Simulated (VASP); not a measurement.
Wanted: the native input for a VASP 6.6.1 run.

```yaml
Task: single point
Functional: PBEsol
Potentials_or_basis: VASP PAW PBE potentials, release 64 (Zr_sv)
Cutoff: 520 eV
k_mesh: 12 × 12 × 7
Occupations: gaussian, width 0.1 eV
Spin: no spin polarisation
Dipole_correction: no
Further_INCAR_settings: ALGO = Normal; EDIFF = 1e-06; NBANDS = 19
```

The structure of Zr lies in POSCAR:

```
Zr
1.0
    3.1602689362      0.0000000000      0.0000000000
   -1.5801344681      2.7368731815      0.0000000000
    0.0000000000      0.0000000000      5.1626692120
Zr
2
Direct
    0.3333333333      0.6666666667      0.2500000000
    0.6666666667      0.3333333333      0.7500000000
```

These files were run (other wordings do the same):

INCAR

```
SYSTEM = Zr
PREC = Accurate
ENCUT = 520
EDIFF = 1E-6
ISMEAR = 0
SIGMA = 0.1
LREAL = .False.
LASPH = .True.
NELM = 60
ALGO = Normal
ISIF = 2
LWAVE = .False.
LCHARG = .False.
GGA = PS
NBANDS = 19
```

KPOINTS

```
regular mesh
0
Gamma
  12 12 7
  0 0 0
```

Potentials or basis: VASP PAW PBE potentials, release 64 (Zr_sv).

Run with:

```bash
$ cat potpaw_PBE.64/Zr_sv/POTCAR > POTCAR
$ mpirun -np 1 vasp_std > vasp.out
```

It gave:

```yaml
Pressure: 0.6 GPa
Band_gap_on_the_k_mesh: zero (band 12 reaches 10.24 eV, above the bottom of band 13 at 9.12 eV)
```

Caveat: the PAW data sets were made with another functional, which shifts forces and pressure a little.

Run time: 28 s on 1 thread of AMD EPYC 9R45 96-Core Processor (Zen 5), on a shared host, peak memory 0.16 GiB.
